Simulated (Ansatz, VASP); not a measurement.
**InSb2 in VASP and in Ansatz**

```xyz
3
Lattice="5.1655 0.0000 0.0000 -2.5828 4.4735 0.0000 0.0000 0.0000 3.6586" Properties=species:S:1:pos:R:3 pbc="T T T"
In    0.0000    0.0000    0.0000
Sb    2.5828    1.4912    1.8293
Sb    0.0000    2.9823    1.8293
```

Change from the starting cell: species swapped into the HoCd2 type (P6/mmm, No. 191).

Alike in both runs: task single point; functional PBE; k mesh 6 × 6 × 6; occupations gaussian, width 0.1 eV; no spin polarisation.

```csv
,VASP,Ansatz
version,VASP 6.6.1,Ansatz 0.2.0
potentials or method,"VASP PAW PBE potentials, release 64 (In_d, Sb), cutoff 520 eV","scalar-relativistic, plane waves, PAW"
valence electrons in the cell,23,43
```

|  | VASP | Ansatz | Ansatz less VASP |
| --- | --- | --- | --- |
| gap on the k mesh at the Fermi level (eV) | none | none | - |
| pressure (GPa) | 2.4 | 2.5 | +0.02 |
| traceless stress, the component that is largest in VASP (GPa) | -5.15 | -5.14 | +0.010 |

A gap of «none» marks a metal or a gap that the smearing closes. With one functional, cell and mesh, what is left measures potentials, basis and numerics. VASP's potentials hold 23 valence electrons a cell and Ansatz's 43, so a difference there can come from the potentials and not from the codes.

Neither program's run includes spin-orbit coupling.
